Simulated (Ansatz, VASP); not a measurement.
One calculation of Se, two programs

The input INCAR:

```
SYSTEM = Se
ALGO = Normal ; EDIFF = 1E-6
ENCUT = 520 ; GGA = PE
ISIF = 2 ; ISMEAR = -1
LASPH = .True. ; LCHARG = .True.
LELF = .True. ; LREAL = .False.
LVHAR = .True. ; LWAVE = .False.
NBANDS = 16 ; NELM = 100
PREC = Accurate ; SIGMA = 0.05
```

Contents of KPOINTS:

```
k-points
0
Gamma
  7 7 6
  0 0 0
```

File POSCAR:

```
Se
1.0
    4.3551700000      0.0000000000      0.0000000000
   -2.1775850000      3.7716878578      0.0000000000
    0.0000000000      0.0000000000      4.9494500000
Se
3
Direct
    0.7830000000      0.7830000000      0.5000000000
    0.0000000000      0.2170000000      0.8333333333
    0.2170000000      0.0000000000      0.1666666667
```

input.yaml

```yaml
crystal:
  lattice:
    - [4.35517, 0.0, 0.0]
    - [-2.177585, 3.7716878578, 0.0]
    - [0.0, 0.0, 4.94945]
  atoms:
    - { symbol: Se, position: [0.783, 0.783, 0.5] }
    - { symbol: Se, position: [0.0, 0.217, 0.8333333333] }
    - { symbol: Se, position: [0.217, 0.0, 0.1666666667] }
kpoints:
  mp_grid: { grid: [7, 7, 6] }
scf:
  occupations: { method: fermi_dirac, width: 0.05 }
hamiltonian:
  xc: pbe
  pseudopotentials: { kind: all_electron, lapw: { basis_error: 0.001 } }
output:
  forces: true
  stress: true
  eigenvalues: true
  populations: true
```

Alike in both runs: task single point; functional PBE; k mesh 7 × 7 × 6; occupations fermi-dirac, width 0.05 eV; no spin polarisation.

```csv
,VASP,Ansatz
version,VASP 6.6.1,Ansatz 0.2.0
potentials or method,"VASP PAW PBE potentials, release 64 (Se), cutoff 520 eV","all-electron LAPW, scalar-relativistic"
```

Ansatz gave:

| Property | Result |
| --- | --- |
| gap on the k mesh at the Fermi level (eV) | 1.18 |
| least direct gap on the mesh (eV) | 1.40 |
| pressure (GPa) | 5.5 |
| traceless stress, the component that is largest in VASP (GPa) | 1.84 |
| rms of the force components (eV/Å) | 0.656 |

Question: Which values does VASP return?

Answer: gap on the k mesh at the Fermi level (eV): 1.16; least direct gap on the mesh (eV): 1.38; pressure (GPa): 5.7; traceless stress, the component that is largest in VASP (GPa): 1.92; rms of the force components (eV/Å): 0.686.

Atom by atom the forces differ by 0.030 eV/Å (rms over components). Ansatz ran all-electron here, and VASP with PAW potentials.
